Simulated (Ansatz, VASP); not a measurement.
# BeS in VASP and in Ansatz

```xyz
2
Lattice="0.0000 2.4050 2.4835 2.4835 0.0000 2.4835 2.4835 2.4050 0.0000" Properties=species:S:1:pos:R:3 pbc="T T T"
Be    0.0000    0.0000    0.0000
S     3.7253    3.6076    3.7253
```

Alike in both runs: task single point; functional PBEsol; k mesh 10 × 10 × 10; occupations gaussian, width 0.05 eV; no spin polarisation.

```csv
,VASP,Ansatz
version,VASP 6.6.1,Ansatz 0.2.0
potentials or method,"VASP PAW PBE potentials, release 64 (Be, S), cutoff 520 eV","scalar-relativistic, plane waves, PAW"
valence electrons in the cell,8,8
```

|  | VASP | Ansatz | Ansatz less VASP |
| --- | --- | --- | --- |
| gap on the k mesh at the Fermi level (eV) | 2.76 | 2.76 | -0.003 |
| least direct gap on the mesh (eV) | 5.27 | 5.27 | -0.002 |
| pressure (GPa) | -4.0 | -4.2 | -0.14 |
| traceless stress, the component that is largest in VASP (GPa) | 1.86 | 1.87 | +0.009 |

VASP's potentials were made for PBE, not for PBEsol. With one functional, cell and mesh, what is left measures potentials, basis and numerics.
